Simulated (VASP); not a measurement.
Here is a VASP 6.6.1 calculation.

The input INCAR:

```
SYSTEM = Mo8S15O
PREC = Accurate ; ENCUT = 520
EDIFF = 1E-6 ; ISMEAR = -1
SIGMA = 0.01 ; LREAL = Auto
LASPH = .True. ; NELM = 60
ALGO = Normal ; ISIF = 2
LWAVE = .False. ; LCHARG = .False.
GGA = PE ; NBANDS = 122
LUSENCCL = .False.
```

The input KPOINTS:

```
regular mesh
0
Gamma
  4 4 2
  0 0 0
```

Contents of POSCAR:

```
Mo8S15O
1.0
    6.3380000000      0.0000000000      0.0000000000
   -3.1690000000      5.4888690092      0.0000000000
    0.0000000000      0.0000000000     12.3240000000
Mo O S
8 1 15
Direct
    0.1666666667      0.3333333333      0.2497186965
    0.1667234648      0.8333617324      0.2502270496
    0.6666382676      0.3332765352      0.2502270496
    0.6666382676      0.8333617324      0.2502270496
    0.3280017309      0.1719982691      0.7469344786
    0.3280017309      0.6560034618      0.7469344786
    0.8439965382      0.1719982691      0.7469344786
    0.8333333333      0.6666666667      0.7461527821
    0.1666666667      0.3333333333      0.6577338307
    0.1670718854      0.8335359427      0.6196943102
    0.6664640573      0.3329281146      0.6196943102
    0.6664640573      0.8335359427      0.6196943102
    0.3335832836      0.1664167164      0.1233488344
    0.3335832836      0.6671665672      0.1233488344
    0.8328334328      0.1664167164      0.1233488344
    0.8333333333      0.6666666667      0.1233941021
    0.1666666667      0.3333333333      0.8800284538
    0.1707996538      0.8353998269      0.8716100204
    0.6646001731      0.3292003462      0.8716100204
    0.6646001731      0.8353998269      0.8716100204
    0.3329136719      0.1670863281      0.3768719287
    0.3329136719      0.6658273438      0.3768719287
    0.8341726562      0.1670863281      0.3768719287
    0.8333333333      0.6666666667      0.3769122689
```

Potentials or basis: VASP PAW PBE potentials, release 64 (Mo_sv, O, S).

Run with:

```bash
$ cat potpaw_PBE.64/Mo_sv/POTCAR potpaw_PBE.64/O/POTCAR potpaw_PBE.64/S/POTCAR > POTCAR
$ mpirun -np 1 vasp_std > vasp.out
```

(1) What does it give for the largest force?

(2) Predict the pressure.

(3) Estimate the band gap on the k mesh.

Results:

(1) 0.049 eV/Å.

(2) 0.6 GPa.

(3) 0.88 eV.
